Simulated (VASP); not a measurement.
# CdAu (Pm-3m) in VASP: notebook, part 2 of 2

VASP 6.6.1. Earlier steps stand in the parts before.

## (4) Vibrations by perturbation theory, LDA

This run uses another cell than the first one, of 17.28 Å³/atom.

The input, INCAR:

```
PREC     = Accurate       # precision mode
ENCUT    = 520            # plane-wave cutoff, eV
EDIFF    = 1E-8           # SCF threshold, eV
ISMEAR   = -1             # smearing method
SIGMA    = 0.15           # smearing width, eV
LREAL    = False          # projectors in reciprocal space
LASPH    = True           # aspherical terms in the spheres
NELM     = 100            # most SCF steps
ALGO     = Normal         # electronic algorithm
ISIF     = 2              # what is computed and relaxed
LWAVE    = False          # write WAVECAR
LCHARG   = False          # write CHGCAR
NBANDS   = 18             # bands
IBRION   = 8              # ionic algorithm
NSW      = 1              # ionic steps
```

The input, KPOINTS:

```
Automatic mesh
0
Gamma
  14 14 14
```

The input, POSCAR:

```
CdAu
1.0
    3.2574831350      0.0000000000      0.0000000000
    0.0000000000      3.2574831350      0.0000000000
    0.0000000000      0.0000000000      3.2574831350
Cd Au
1 1
Direct
    0.5000000000      0.5000000000      0.5000000000
    0.0000000000      0.0000000000      0.0000000000
```

Potentials or basis: VASP PAW LDA potentials, release 64 (Cd, Au).

Run with:

```console
$ cat potpaw_LDA.64/Cd/POTCAR potpaw_LDA.64/Au/POTCAR > POTCAR
$ mpirun -np 1 vasp_std > vasp.out
```

OUTCAR:

```text
PREC = Accurate
   ENCUT = 520
   EDIFF = 1E-8
   ISMEAR = -1
   LREAL = False
   LASPH = True
   NELM = 100
   ISIF = 2
   IBRION = 8
   NSW = 1

 ion  position               nearest neighbor table
   1  0.500  0.500  0.500-   2 2.82   2 2.82   2 2.82   2 2.82   2 2.82   2 2.82   2 2.82   2 2.82

   2  0.000  0.000  0.000-   1 2.82   1 2.82   1 2.82   1 2.82   1 2.82   1 2.82   1 2.82   1 2.82

  LATTYP: Found a simple cubic cell.
 ALAT       =     3.2574831350

  Lattice vectors:

 A1 = (   3.2574831350,   0.0000000000,   0.0000000000)
 A2 = (   0.0000000000,   3.2574831350,   0.0000000000)
 A3 = (   0.0000000000,   0.0000000000,   3.2574831350)

Analysis of symmetry for initial positions (statically):
=====================================================================
 Subroutine PRICEL returns:
 Original cell was already a primitive cell.

 Routine SETGRP: Setting up the symmetry group for a
 simple cubic supercell.

 Subroutine GETGRP returns: Found 48 space group operations
 (whereof 48 operations were pure point group operations)
 out of a pool of 48 trial point group operations.

The static configuration has the point symmetry O_h .

Analysis of symmetry for dynamics (positions and initial velocities):
=====================================================================
 Subroutine PRICEL returns:
 Original cell was already a primitive cell.

 Routine SETGRP: Setting up the symmetry group for a
 simple cubic supercell.

 Subroutine GETGRP returns: Found 48 space group operations
 (whereof 48 operations were pure point group operations)
 out of a pool of 48 trial point group operations.

The dynamic configuration has the point symmetry O_h .

 Subroutine INISYM returns: Found 48 space group operations
 (whereof 48 operations are pure point group operations),
 and found     1 'primitive' translations

----------------------------------------------------------------------------------------

                                     Primitive cell

  volume of cell :      34.5658

  direct lattice vectors                    reciprocal lattice vectors
     3.257483135  0.000000000  0.000000000     0.306985473  0.000000000  0.000000000
     0.000000000  3.257483135  0.000000000     0.000000000  0.306985473  0.000000000
     0.000000000  0.000000000  3.257483135     0.000000000  0.000000000  0.306985473

  length of vectors
     3.257483135  3.257483135  3.257483135     0.306985473  0.306985473  0.306985473

  position of ions in fractional coordinates (direct lattice)
     0.500000000  0.500000000  0.500000000
     0.000000000  0.000000000  0.000000000

  ion indices of the primitive-cell ions
   primitive index   ion index
                 1           1
                 2           2

----------------------------------------------------------------------------------------
[... 118 lines left out ...]

 E-fermi :   6.9035     XC(G=0): -12.7569

 val. band max:        6.8950813749   @ k =   0.2857   0.0714   0.0714
 cond. band min:       6.9297922487   @ k =   0.4286   0.4286   0.3571
 fundamental gap:      0.0347108739
 Fermi energy:         6.9035425411

 k-point     1 :       0.0000    0.0000    0.0000
  band No.  band energies     occupation
      1      -3.4481      2.00000
      2      -2.8970      2.00000
      3      -2.8970      2.00000
      4      -2.0066      2.00000
      5      -2.0066      2.00000
      6      -2.0066      2.00000
[... 481 lines left out ...]
      5      -2.0252      2.00000
      6      -0.3608      2.00000
[... 10 lines left out ...]
     17      20.3622      0.00000
     18      21.2061      0.00000

 [... further k-points ...]
[... 5 lines left out ...]
  --------------------------------------------------------------------------------------
  -------------------------------------------------------------------------------------
  Total        0.9031156      0.9031156      0.9031156      0.0000000     -0.0000000      0.0000000
  in kB       41.8607886     41.8607886     41.8607886      0.0000000     -0.0000000      0.0000000
  external PRESSURE =      41.8607886 kB  Pullay stress =       0.0000000 kB

 VOLUME and BASIS-vectors are now :
 -----------------------------------------------------------------------------
  energy-cutoff  :      520.00
  volume of cell :       34.57
      direct lattice vectors                 reciprocal lattice vectors
     3.257483135  0.000000000  0.000000000     0.306985473  0.000000000  0.000000000
     0.000000000  3.257483135  0.000000000     0.000000000  0.306985473  0.000000000
     0.000000000  0.000000000  3.257483135     0.000000000  0.000000000  0.306985473

 POSITION                                       TOTAL-FORCE (eV/Angst)
 -----------------------------------------------------------------------------------
      1.62874      1.62874      1.62874         0.000000      0.000000      0.000000
      0.00000      0.00000      0.00000         0.000000      0.000000      0.000000
 -----------------------------------------------------------------------------------
    total drift:                                0.000000      0.000000     -0.000000

  FREE ENERGIE OF THE ION-ELECTRON SYSTEM (eV)
  ---------------------------------------------------
  free  energy   TOTEN  =        -6.3145847843 eV

  energy  without entropy=       -6.2772844989  energy(sigma->0) =       -6.29593464

[... ionic steps 2 to 3 ...]

--------------------------------------- Ionic step        4  -------------------------------------------

------------------------ aborting loop because EDIFF is reached ----------------------------------------

[... ionic steps 5 to 6 ...]

--------------------------------------- Ionic step        7  -------------------------------------------

 Free energy of the ion-electron system (eV)
  ---------------------------------------------------
  ---------------------------------------------------
  free energy    TOTEN  =        -0.28564288 eV

  energy without entropy =       -0.28564288

------------------------ aborting loop because EDIFF is reached ----------------------------------------

 INTERNAL STRAIN TENSOR  FOR ION    2  DIRECTION 1   (eV/Angst):
 -----------------------------------------------------------------------------
    -0.01115 -0.00000  0.00000
     0.00000  0.00110  0.00000
     0.00000  0.00000  0.00110

 INTERNAL STRAIN TENSOR FOR ION    2 for displacements in x,y,z  (eV/Angst):
          X           Y           Z          XY          YZ          ZX
  --------------------------------------------------------------------------------
  x     0.00000     0.00000     0.00000     0.00000     0.00000     0.00000
  y     0.00000     0.00000     0.00000     0.00000     0.00000     0.00000
  z     0.00000     0.00000     0.00000     0.00000     0.00000     0.00000

 SECOND DERIVATIVES (NOT SYMMETRIZED)
 ------------------------------------
               1X          1Y          1Z          2X          2Y          2Z
  1X    -5.195531    0.000000   -0.000000    5.195531   -0.000000    0.000000
  1Y     0.000000   -5.195531    0.000000   -0.000000    5.195531   -0.000000
  1Z     0.000000   -0.000000   -5.195531   -0.000000    0.000000    5.195531
  2X     5.187063    0.000000   -0.000000   -5.187063   -0.000000    0.000000
  2Y     0.000000    5.187063   -0.000000   -0.000000   -5.187063    0.000000
  2Z    -0.000000   -0.000000    5.187063    0.000000    0.000000   -5.187063

 Eigenvectors and eigenvalues of the dynamical matrix
 ----------------------------------------------------

   1 f  =    4.210959 THz    26.458238 2PiTHz  140.462485 cm-1    17.415121 meV
             X         Y         Z           dx          dy          dz
      1.628742  1.628742  1.628742    -0.000000    0.798142   -0.000000
      0.000000  0.000000  0.000000    -0.000000   -0.602469    0.000000
[... 21 lines left out ...]
   6 f/i=    0.001651 THz     0.010377 2PiTHz    0.055088 cm-1     0.006830 meV
             X         Y         Z           dx          dy          dz
      1.628742  1.628742  1.628742     0.244635   -0.018089   -0.550269
      0.000000  0.000000  0.000000     0.324089   -0.023964   -0.728987

--------------------------------------------------------------------------------------------------------

 ELASTIC MODULI CONTR FROM IONIC RELAXATION (kBar)
 Direction    XX          YY          ZZ          XY          YZ          ZX
 --------------------------------------------------------------------------------
 XX           0.0000      0.0000      0.0000      0.0000      0.0000      0.0000
 YY           0.0000      0.0000      0.0000      0.0000      0.0000      0.0000
 ZZ           0.0000      0.0000      0.0000      0.0000      0.0000      0.0000
 XY           0.0000      0.0000      0.0000      0.0000      0.0000      0.0000
 YZ           0.0000      0.0000      0.0000      0.0000      0.0000      0.0000
 ZX           0.0000      0.0000      0.0000      0.0000      0.0000      0.0000
 --------------------------------------------------------------------------------
```

It took 2.6 min on 1 thread of AMD EPYC 9R45 (Zen 5), shared host; peak memory 0.43 GiB.

What came out:

```
Highest phonon frequency at Γ : 140 cm⁻¹
```

Phonon frequencies in cm⁻¹ (negative: imaginary):
```tsv
q point	frequencies
(0.000, 0.000, 0.000)	0 0 0 140 140 140
```

Caveat: the cell stands under pressure or tension, which shifts response properties; spin-orbit coupling is left out, which moves the levels of the heavy elements.
